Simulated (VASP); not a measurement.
# Al (Fm-3m) in VASP: a series of runs

The runs below take Al through elastic constants, with PBEsol.

Program: VASP 6.6.1. These are calculated values, not measurements. Logs are shortened: lines on timing, memory, paths and dates and some standing lists are left out, and cuts for length are marked.

## (1) The cell of the first run

Symmetry: Fm-3m, No. 225, cubic system. The conventional cell has a = 3.918 Å, b = 3.918 Å, c = 3.918 Å, α = 90.00°, β = 90.00°, γ = 90.00°. Al (site symmetry m-3m) has 12 Al at 2.77 Å within 3.7 Å.

## (2) Elastic constants, PBEsol

File INCAR:

```
PREC = Accurate
ENCUT = 600
EDIFF = 1E-8
ISMEAR = -1
SIGMA = 0.05
LREAL = F
LASPH = T
NELM = 100
ALGO = Normal
ISIF = 3
LWAVE = F
LCHARG = T
GGA = PS
IBRION = 6
NFREE = 2
POTIM = 0.015
NSW = 1
```

File KPOINTS:

```
Automatic mesh
0
Gamma
  24 24 24
```

File POSCAR:

```
Al
1.0
    0.0000000000      1.9588461796      1.9588461796
    1.9588461796      0.0000000000      1.9588461796
    1.9588461796      1.9588461796      0.0000000000
Al
1
Direct
    0.0000000000      0.0000000000      0.0000000000
```

Potentials or basis: VASP PAW PBE potentials, release 64 (Al).

On the command line:

```bash
cat potpaw_PBE.64/Al/POTCAR > POTCAR
mpirun -np 1 vasp_std > vasp.out
```

OUTCAR:

```text
PREC = Accurate
   ENCUT = 600
   EDIFF = 1E-8
   ISMEAR = -1
   LREAL = F
   LASPH = T
   NELM = 100
   ISIF = 3
   GGA = PS
   IBRION = 6
   NFREE = 2
   POTIM = 0.015
   NSW = 1

 ion  position               nearest neighbor table
   1  0.000  0.000  0.000-

  LATTYP: Found a face centered cubic cell.
 ALAT       =     3.9176923592

  Lattice vectors:

 A1 = (   0.0000000000,   1.9588461796,   1.9588461796)
 A2 = (   1.9588461796,   0.0000000000,   1.9588461796)
 A3 = (   1.9588461796,   1.9588461796,   0.0000000000)

Analysis of symmetry for initial positions (statically):
=====================================================================
 Subroutine PRICEL returns:
 Original cell was already a primitive cell.

 Routine SETGRP: Setting up the symmetry group for a
 face centered cubic supercell.

 Subroutine GETGRP returns: Found 48 space group operations
 (whereof 48 operations were pure point group operations)
 out of a pool of 48 trial point group operations.

The static configuration has the point symmetry O_h .

Analysis of symmetry for dynamics (positions and initial velocities):
=====================================================================
 Subroutine PRICEL returns:
 Original cell was already a primitive cell.

 Routine SETGRP: Setting up the symmetry group for a
 face centered cubic supercell.

 Subroutine GETGRP returns: Found 48 space group operations
 (whereof 48 operations were pure point group operations)
 out of a pool of 48 trial point group operations.

The dynamic configuration has the point symmetry O_h .

 Subroutine INISYM returns: Found 48 space group operations
 (whereof 48 operations are pure point group operations),
 and found     1 'primitive' translations

----------------------------------------------------------------------------------------

                                     Primitive cell

  volume of cell :      15.0325

  direct lattice vectors                    reciprocal lattice vectors
     0.000000000  1.958846180  1.958846180    -0.255252304  0.255252304  0.255252304
     1.958846180  0.000000000  1.958846180     0.255252304 -0.255252304  0.255252304
     1.958846180  1.958846180  0.000000000     0.255252304  0.255252304 -0.255252304

  length of vectors
     2.770226834  2.770226834  2.770226834     0.442109959  0.442109959  0.442109959

  position of ions in fractional coordinates (direct lattice)
     0.000000000  0.000000000  0.000000000

  ion indices of the primitive-cell ions
   primitive index   ion index
                 1           1

----------------------------------------------------------------------------------------

 KPOINTS: Automatic mesh

Automatic generation of k-mesh.
 Grid dimensions read from file:
 generate k-points for:   24   24   24

 Generating k-lattice:

  Cartesian coordinates                     Fractional coordinates (reciprocal lattice)
    -0.010635513  0.010635513  0.010635513     0.041666667  0.000000000  0.000000000
     0.010635513 -0.010635513  0.010635513     0.000000000  0.041666667  0.000000000
     0.010635513  0.010635513 -0.010635513     0.000000000  0.000000000  0.041666667

  Length of vectors
     0.018421248  0.018421248  0.018421248

  Shift w.r.t. Gamma in fractional coordinates (k-lattice)
     0.000000000  0.000000000  0.000000000

[... 88 lines left out ...]

--------------------------------------- Ionic step        1  -------------------------------------------

 number of electron       3.0000000 magnetization

 Free energy of the ion-electron system (eV)
  ---------------------------------------------------
  ext. energy  EPLUGINS =         0.00000000
  ---------------------------------------------------
  free energy    TOTEN  =        -4.06882352 eV

  energy without entropy =       -4.06571733  energy(sigma->0) =       -4.06727042

------------------------ aborting loop because EDIFF is reached ----------------------------------------

  FORCE on cell =-STRESS in cart. coord.  units (eV):
  Direction    XX          YY          ZZ          XY          YZ          ZX
  --------------------------------------------------------------------------------------
  -------------------------------------------------------------------------------------
  Total        0.6663525      0.6663525      0.6663525      0.0000000     -0.0000000     -0.0000000
  in kB       71.0204778     71.0204778     71.0204778      0.0000000     -0.0000000     -0.0000000
  external PRESSURE =      71.0204778 kB  Pullay stress =       0.0000000 kB
[... 86 lines left out ...]
  FREE ENERGIE OF THE ION-ELECTRON SYSTEM (eV)
  ---------------------------------------------------
  free  energy   TOTEN  =        -4.0570144668 eV

  energy  without entropy=       -4.0539147579  energy(sigma->0) =       -4.05546461

[... ionic steps 4 to 12 ...]

--------------------------------------- Ionic step       13  -------------------------------------------

 number of electron       3.0000000 magnetization

------------------------ aborting loop because EDIFF is reached ----------------------------------------
[... 65 lines left out ...]
--------------------------------------- Ionic step       15  -------------------------------------------

 number of electron       3.0000000 magnetization

 Free energy of the ion-electron system (eV)
  ---------------------------------------------------
  ext. energy  EPLUGINS =         0.00000000
  ---------------------------------------------------
  free energy    TOTEN  =        -4.06882353 eV

  energy without entropy =       -4.06571734  energy(sigma->0) =       -4.06727044

 E-fermi :   8.9725     XC(G=0): -10.6015

 val. band max:        8.9698115207   @ k =  -0.2500   0.2917   0.1250
 cond. band min:       9.0069244092   @ k =  -0.3750   0.4167   0.0417
 fundamental gap:      0.0371128885
 Fermi energy:         8.9724687502

 k-point     1 :       0.0000    0.0000    0.0000
  band No.  band energies     occupation
      1      -2.8345      2.00000
      2      22.0746      0.00000
      3      22.0746      0.00000
      4      22.0746      0.00000
      5      24.3003      0.00000
[... 177 lines left out ...]
 k-point    24 :       0.4583    0.0417    0.0000
  band No.  band energies     occupation
      1       2.7900      2.00000
      2       5.8789      2.00000
      3      19.8213      0.00000
      4      20.2603      0.00000
      5      21.2436      0.00000

 [... further k-points ...]

------------------------ aborting loop because EDIFF is reached ----------------------------------------

  FORCE on cell =-STRESS in cart. coord.  units (eV):
  Direction    XX          YY          ZZ          XY          YZ          ZX
  --------------------------------------------------------------------------------------
  -------------------------------------------------------------------------------------
  Total        0.6663517      0.6663517      0.6663517     -0.0000000     -0.0000000     -0.0000000
  in kB       71.0203983     71.0203983     71.0203983     -0.0000000     -0.0000000     -0.0000000
  external PRESSURE =      71.0203983 kB  Pullay stress =       0.0000000 kB
[... 16 lines left out ...]
  FREE ENERGIE OF THE ION-ELECTRON SYSTEM (eV)
  ---------------------------------------------------
  free  energy   TOTEN  =        -4.0688235314 eV

  energy  without entropy=       -4.0657173411  energy(sigma->0) =       -4.06727044

 INTERNAL STRAIN TENSORS FROM STRAINED CELLS
 ============================================

 INTERNAL STRAIN TENSOR FOR ION    1 for displacements in x,y,z  (eV/Angst):
          X           Y           Z          XY          YZ          ZX
  --------------------------------------------------------------------------------
  x     0.00000    -0.00000     0.00000    -0.00000     0.00000    -0.00000
  y     0.00000    -0.00000     0.00000     0.00000    -0.00000     0.00000
  z    -0.00000     0.00000     0.00000     0.00000     0.00000     0.00000

 INTERNAL STRAIN TENSORS FROM DISPLACED ATOMS
 ============================================

 INTERNAL STRAIN TENSOR FOR ION    1 for displacements in x,y,z  (eV/Angst):
          X           Y           Z          XY          YZ          ZX
  --------------------------------------------------------------------------------
  x     0.00000     0.00000     0.00000     0.00000     0.00000     0.00000
  y     0.00000     0.00000     0.00000     0.00000     0.00000     0.00000
  z     0.00000     0.00000     0.00000     0.00000     0.00000     0.00000

 Eigenvectors and eigenvalues of the dynamical matrix
 ----------------------------------------------------

   1 f  =    0.000000 THz     0.000000 2PiTHz    0.000000 cm-1     0.000000 meV
             X         Y         Z           dx          dy          dz
      0.000000  0.000000  0.000000     0.656781   -0.754082    0.000000

   2 f  =    0.000000 THz     0.000000 2PiTHz    0.000000 cm-1     0.000000 meV
             X         Y         Z           dx          dy          dz
      0.000000  0.000000  0.000000    -0.754082   -0.656781    0.000000

   3 f  =    0.000000 THz     0.000000 2PiTHz    0.000000 cm-1     0.000000 meV
             X         Y         Z           dx          dy          dz
      0.000000  0.000000  0.000000     0.000000    0.000000    1.000000

--------------------------------------------------------------------------------------------------------

 ELASTIC MODULI CONTR FROM IONIC RELAXATION (kBar)
 Direction    XX          YY          ZZ          XY          YZ          ZX
 --------------------------------------------------------------------------------
 XX           0.0000      0.0000      0.0000      0.0000      0.0000      0.0000
 YY           0.0000      0.0000      0.0000      0.0000      0.0000      0.0000
 ZZ           0.0000      0.0000      0.0000      0.0000      0.0000      0.0000
 XY           0.0000      0.0000      0.0000      0.0000      0.0000      0.0000
 YZ           0.0000      0.0000      0.0000      0.0000      0.0000      0.0000
 ZX           0.0000      0.0000      0.0000      0.0000      0.0000      0.0000
 --------------------------------------------------------------------------------

 TOTAL ELASTIC MODULI (kBar)
 Direction    XX          YY          ZZ          XY          YZ          ZX
 --------------------------------------------------------------------------------
 XX        1511.4262    843.2217    843.2217      0.0000      0.0000      0.0000
 YY         843.2217   1511.4262    843.2217      0.0000      0.0000     -0.0000
 ZZ         843.2217    843.2217   1511.4262      0.0000      0.0000     -0.0000
 XY           0.0000      0.0000      0.0000    425.3218     -0.0000      0.0000
 YZ           0.0000      0.0000      0.0000     -0.0000    425.3218      0.0000
 ZX           0.0000     -0.0000     -0.0000      0.0000      0.0000    425.3218
 --------------------------------------------------------------------------------
```

Wall time 29 min (1 thread of Oxide Virtual Turin-like, shared host); peak memory 0.63 GiB.

What came out:

| Item | Value |
| --- | --- |
| Elastic constants C11, C12, C44 | 151, 84, 43 GPa |
| Voigt bulk modulus | 107 GPa |

Elastic tensor in Voigt notation (GPa, in the Cartesian axes of the cell as first typed):
```
151  84  84   0   0   0
 84 151  84   0   0   0
 84  84 151   0   0   0
  0   0   0  43   0   0
  0   0   0   0  43   0
  0   0   0   0   0  43
```

Clamped-ion elastic tensor (GPa):
```
151  84  84   0   0   0
 84 151  84   0   0   0
 84  84 151   0   0   0
  0   0   0  43   0   0
  0   0   0   0  43   0
  0   0   0   0   0  43
```

Caveat: the cell is under stress, which shifts elastic constants; the PAW data sets were made with another functional, which shifts forces and pressure a little.

## (3) Elastic constants, PBEsol

This run uses another cell than the first one, of 15.47 Å³/atom.

File INCAR:

```
SYSTEM = Al
PREC     = Accurate       ! precision mode
ENCUT    = 600            ! plane-wave cutoff, eV
EDIFF    = 1E-8           ! SCF threshold, eV
ISMEAR   = -1             ! smearing method
SIGMA    = 0.05           ! smearing width, eV
LREAL    = .False.        ! projectors in reciprocal space
LASPH    = .True.         ! aspherical terms in the spheres
NELM     = 100            ! most SCF steps
ALGO     = Normal         ! electronic algorithm
ISIF     = 3              ! what is computed and relaxed
LWAVE    = .False.        ! write WAVECAR
LCHARG   = .False.        ! write CHGCAR
GGA      = PS             ! functional
IBRION   = 6              ! ionic algorithm
NFREE    = 2            
POTIM    = 0.015          ! step
NSW      = 1              ! ionic steps
```

File KPOINTS:

```
Automatic mesh
0
Gamma
  24 24 24
  0 0 0
```

File POSCAR:

```
Al
1.0
    0.0000000000      1.9776970986      1.9776970986
    1.9776970986      0.0000000000      1.9776970986
    1.9776970986      1.9776970986      0.0000000000
Al
1
Direct
    0.0000000000      0.0000000000      0.0000000000
```

Potentials or basis: VASP PAW PBE potentials, release 64 (Al).

On the command line:

```bash
cat potpaw_PBE.64/Al/POTCAR > POTCAR
mpirun -np 1 vasp_std > vasp.out
```

It took 32 min on 1 thread of Oxide Virtual Turin-like, shared host; peak memory 0.65 GiB.

Results (log left out):

* Elastic constants C11, C12, C44: 130, 80, 32 GPa
* Voigt bulk modulus: 97 GPa

Elastic tensor in Voigt notation (GPa, in the Cartesian axes of the cell as first typed):
```
130  80  80   0   0   0
 80 130  80   0   0   0
 80  80 130   0   0   0
  0   0   0  32   0   0
  0   0   0   0  32   0
  0   0   0   0   0  32
```

Clamped-ion elastic tensor (GPa):
```
130  80  80   0   0   0
 80 130  80   0   0   0
 80  80 130   0   0   0
  0   0   0  32   0   0
  0   0   0   0  32   0
  0   0   0   0   0  32
```

Caveat: the cell is under stress, which shifts elastic constants; the PAW data sets were made with another functional, which shifts forces and pressure a little.
